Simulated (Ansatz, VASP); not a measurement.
## SnBr4Cl: VASP beside Ansatz

```
Sn Br Cl
1.0
     0.00000    4.36141    4.36141
     4.36141    0.00000    4.36141
     4.36141    4.36141    0.00000
Sn Br Cl
1 4 1
Direct
  0.25000 0.25000 0.25000
  0.12464 0.62512 0.62512
  0.62512 0.12464 0.62512
  0.62512 0.62512 0.12464
  0.62512 0.62512 0.62512
  0.00000 0.00000 0.00000
```

Change from the starting cell: species swapped into the ErInCo4 type (F-43m, No. 216).

Alike in both runs: functional PBE; k mesh 8 × 8 × 8; occupations gaussian, width 0.1 eV; no spin polarisation.

Ansatz relaxed the structure, and its values are those at the end. VASP's run is a single point on that final structure, the one shown.

```csv
,VASP,Ansatz
version,VASP 6.6.1,Ansatz 0.2.0
potentials or method,"VASP PAW PBE potentials, release 64 (Sn_d, Br, Cl), cutoff 520 eV","scalar-relativistic, plane waves, PAW"
valence electrons in the cell,49,49
```

```csv
,VASP,Ansatz,Ansatz less VASP
gap on the k mesh at the Fermi level (eV),none,none,-
pressure (GPa),0.0,0.0,+0.02
```

A gap of «none» marks a metal or a gap that the smearing closes.
